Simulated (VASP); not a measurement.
# Ge in VASP: notebook, part 2 of 2

VASP 6.6.1.

**4. Single point, LDA**

This run uses another cell than the first one, of 22.64 Å³/atom.

INCAR

```
ALGO = Normal ; EDIFF = 1E-6
ENCUT = 520 ; ISIF = 2
ISMEAR = -1 ; LASPH = T
LCHARG = T ; LELF = T
LREAL = F ; LVHAR = T
LWAVE = F ; NBANDS = 21
NELM = 80 ; PREC = Accurate
SIGMA = 0.05
```

KPOINTS

```
k-points
0
Gamma
  5 5 5
```

POSCAR

```
Ge
1.0
    0.0000000000      2.8289100000      2.8289100000
    2.8289100000      0.0000000000      2.8289100000
    2.8289100000      2.8289100000      0.0000000000
Ge
2
Direct
    0.7475720000      0.7528100000      0.7478460000
    0.4956110000      0.5029590000      0.5022330000
```

Potentials or basis: VASP PAW LDA potentials, release 64 (Ge_d).

Launch:

```console
$ cat potpaw_LDA.64/Ge_d/POTCAR > POTCAR
$ mpirun -np 1 vasp_std > vasp.out
```

OUTCAR:

```text
EDIFF = 1E-6
   ENCUT = 520
   ISIF = 2
   ISMEAR = -1
   LASPH = T
   LREAL = F
   NELM = 80
   PREC = Accurate

 ion  position               nearest neighbor table
   1  0.748  0.753  0.748-   2 2.44   2 2.44   2 2.45   2 2.46
   2  0.496  0.503  0.502-   1 2.44   1 2.44   1 2.45   1 2.46

  LATTYP: Found a face centered cubic cell.
 ALAT       =     5.6578200000

  Lattice vectors:

 A1 = (   0.0000000000,   2.8289100000,   2.8289100000)
 A2 = (   2.8289100000,   0.0000000000,   2.8289100000)
 A3 = (   2.8289100000,   2.8289100000,   0.0000000000)

Analysis of symmetry for initial positions (statically):
=====================================================================
 Subroutine PRICEL returns:
 Original cell was already a primitive cell.

 Routine SETGRP: Setting up the symmetry group for a
 face centered cubic supercell.

 Subroutine GETGRP returns: Found  2 space group operations
 (whereof  1 operations were pure point group operations)
 out of a pool of 48 trial point group operations.

The static configuration has the point symmetry C_1 .
 The point group associated with its full space group is S_2 .

[... 158 lines left out ...]

  energy without entropy =      -10.27954464  energy(sigma->0) =      -10.28103147

 E-fermi :   4.7465     XC(G=0): -10.2798

 val. band max:        4.7263387654   @ k =   0.0000   0.0000   0.0000
 cond. band min:       4.8195770221   @ k =   0.0000   0.0000   0.0000
 fundamental gap:      0.0932382568
 Fermi energy:         4.7464778412

 k-point     1 :       0.0000    0.0000    0.0000
  band No.  band energies     occupation
      1     -20.1899      2.00000
      2     -20.1884      2.00000
      3     -20.1851      2.00000
      4     -20.1515      2.00000
      5     -20.1514      2.00000
      6     -19.9434      2.00000
[... 565 lines left out ...]
     20      14.7977      0.00000
     21      15.9012      0.00000

 [... further k-points ...]

------------------------ aborting loop because EDIFF is reached ----------------------------------------

  FORCE on cell =-STRESS in cart. coord.  units (eV):
  Direction    XX          YY          ZZ          XY          YZ          ZX
  --------------------------------------------------------------------------------------
  -------------------------------------------------------------------------------------
  Total       -0.2109300     -0.2100424     -0.2105434     -0.0458078      0.1147019      0.0612525
  in kB       -7.4638268     -7.4324189     -7.4501483     -1.6209242      4.0587645      2.1674399
  external PRESSURE =      -7.4487980 kB  Pullay stress =       0.0000000 kB

 VOLUME and BASIS-vectors are now :
 -----------------------------------------------------------------------------
  energy-cutoff  :      520.00
  volume of cell :       45.28
      direct lattice vectors                 reciprocal lattice vectors
     0.000000000  2.828910000  2.828910000    -0.176746521  0.176746521  0.176746521
     2.828910000  0.000000000  2.828910000     0.176746521 -0.176746521  0.176746521
     2.828910000  2.828910000  0.000000000     0.176746521  0.176746521 -0.176746521

 POSITION                                       TOTAL-FORCE (eV/Angst)
 -----------------------------------------------------------------------------------
      4.24522      4.23040      4.24445         0.105716      0.054768     -0.039298
      2.84360      2.82281      2.82486        -0.105716     -0.054768      0.039298
 -----------------------------------------------------------------------------------
    total drift:                                0.000089     -0.000124     -0.000026

  FREE ENERGIE OF THE ION-ELECTRON SYSTEM (eV)
  ---------------------------------------------------
  free  energy   TOTEN  =       -10.2825183007 eV

  energy  without entropy=      -10.2795446398  energy(sigma->0) =      -10.28103147
```

OSZICAR:

```text
N       E                     dE             d eps       ncg     rms          rms(c)
DAV:   1     0.194163195938E+03    0.19416E+03   -0.14675E+04  3010   0.358E+03
DAV:   2     0.178137139412E+02   -0.17635E+03   -0.17090E+03  2656   0.621E+02
DAV:   3    -0.952775261025E+01   -0.27341E+02   -0.27139E+02  3096   0.144E+02
DAV:   4    -0.104528906059E+02   -0.92514E+00   -0.92447E+00  2939   0.311E+01
DAV:   5    -0.104679874183E+02   -0.15097E-01   -0.15097E-01  3051   0.436E+00    0.333E+00
DAV:   6    -0.103441197263E+02    0.12387E+00   -0.37264E-02  2916   0.161E+00    0.191E+00
DAV:   7    -0.102817179442E+02    0.62402E-01   -0.76241E-02  2904   0.202E+00    0.144E-01
DAV:   8    -0.102824712089E+02   -0.75326E-03   -0.57798E-03  2986   0.827E-01    0.513E-02
DAV:   9    -0.102825223934E+02   -0.51184E-04   -0.95189E-05  3034   0.969E-02    0.145E-02
DAV:  10    -0.102825183697E+02    0.40237E-05   -0.98079E-06  3505   0.423E-02    0.434E-03
DAV:  11    -0.102825183007E+02    0.68927E-07   -0.91449E-07  2236   0.860E-03
   1 F= -.10282518E+02 E0= -.10281031E+02  d E =-.297366E-02
```

Run time: 38 s. Hardware: 1 thread of Intel Xeon Platinum 8488C (Sapphire Rapids), shared host; peak memory 0.17 GiB.

What came out:

- Free energy: -10.2825 eV
- Pressure: -0.7 GPa
- Largest force: 0.125 eV/Å
- Band gap on the k mesh: 0.09 eV

Forces on the atoms (eV/Å):
```
Ge   0.106  0.055 -0.039
Ge  -0.106 -0.055  0.039
```

A k mesh can miss the band edges.
